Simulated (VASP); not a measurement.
A run of VASP 6.6.1:

File INCAR:

```
SYSTEM = Bi
ALGO     = Normal         ! electronic algorithm
EDIFF    = 1E-6           ! SCF threshold, eV
ENCUT    = 520            ! plane-wave cutoff, eV
GGA      = PE             ! functional
ISIF     = 2              ! what is computed and relaxed
ISMEAR   = -1             ! smearing method
LASPH    = .True.         ! aspherical terms in the spheres
LCHARG   = .False.        ! write CHGCAR
LREAL    = .False.        ! projectors in reciprocal space
LWAVE    = .False.        ! write WAVECAR
NBANDS   = 22             ! bands
NELM     = 80             ! most SCF steps
PREC     = Accurate       ! precision mode
SIGMA    = 0.03           ! smearing width, eV
```

File KPOINTS:

```
k-points
0
Gamma
  9 9 3
  0 0 0
```

File POSCAR:

```
Bi
1.0
    4.5390002997      0.0226950015      0.0226950015
   -2.2498457021      3.9195420666      0.0083069471
    0.0591450000      0.0591450000     11.8290000000
Bi
2
Direct
    0.3333333333      0.6666666667      0.2500000000
    0.6666666667      0.3333333333      0.7500000000
```

Potentials or basis: VASP PAW PBE potentials, release 64 (Bi_d).

Launch:

```sh
$ cat potpaw_PBE.64/Bi_d/POTCAR > POTCAR
$ mpirun -np 1 vasp_std > vasp.out
```

Hardware: 1 thread of Oxide Virtual Turin-like Processor, with other jobs on the host.

Task: Estimate the wall time of this run.

Result: Wall time 10 min on 1 thread of Oxide Virtual Turin-like Processor, with other jobs on the host, peak memory 0.6 GiB. Counts: scf iterations 12, k points 122.
